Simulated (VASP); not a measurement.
Wanted: the native input for a VASP 6.6.1 run.

```yaml
Task: single point
Functional: PBEsol
Potentials_or_basis: VASP PAW PBE potentials, release 64 (Si, Mg)
Cutoff: 520 eV
k_mesh: 9 × 9 × 6
Occupations: fermi-dirac, width 0.05 eV
Spin: no spin polarisation
Dipole_correction: no
Further_INCAR_settings: ALGO = Normal; EDIFF = 1e-06; NBANDS = 14
```

The structure of MgSi lies in POSCAR:

```
MgSi
1.0
    1.5222841622     -5.4974191357      0.0000000000
    1.5222841622      5.4974191357      0.0000000000
    0.0000000000      0.0000000000      4.3972921550
Si Mg
2 2
Direct
    0.5706380000      0.4293620000      0.7500000000
    0.4293620000      0.5706380000      0.2500000000
    0.1683810000      0.8316190000      0.2500000000
    0.8316190000      0.1683810000      0.7500000000
```

This cell differs from its parent crystal: volume scaled by 1.04.

One way to write it, as run:

INCAR

```
ALGO = Normal ; EDIFF = 1E-6
ENCUT = 520 ; GGA = PS
ISIF = 2 ; ISMEAR = -1
LASPH = T ; LCHARG = F
LREAL = F ; LWAVE = F
NBANDS = 14 ; NELM = 100
PREC = Accurate ; SIGMA = 0.05
```

KPOINTS

```
k-points
0
Gamma
  9 9 6
```

Potentials or basis: VASP PAW PBE potentials, release 64 (Si, Mg).

Command:

```bash
$ cat potpaw_PBE.64/Si/POTCAR potpaw_PBE.64/Mg/POTCAR > POTCAR
$ mpirun -np 1 vasp_std > vasp.out
```

It gave:

* Pressure: -3.5 GPa
* Largest force: 0.186 eV/Å
* Band gap on the k mesh: zero (band 6 reaches 7.37 eV, above the bottom of band 7 at 4.61 eV)

Caveat: the PAW data sets were made with another functional, which shifts forces and pressure a little.

It took 47 s on 1 thread of Intel(R) Xeon(R) 6975P-C (Granite Rapids) (shared host), peak memory 0.29 GiB.
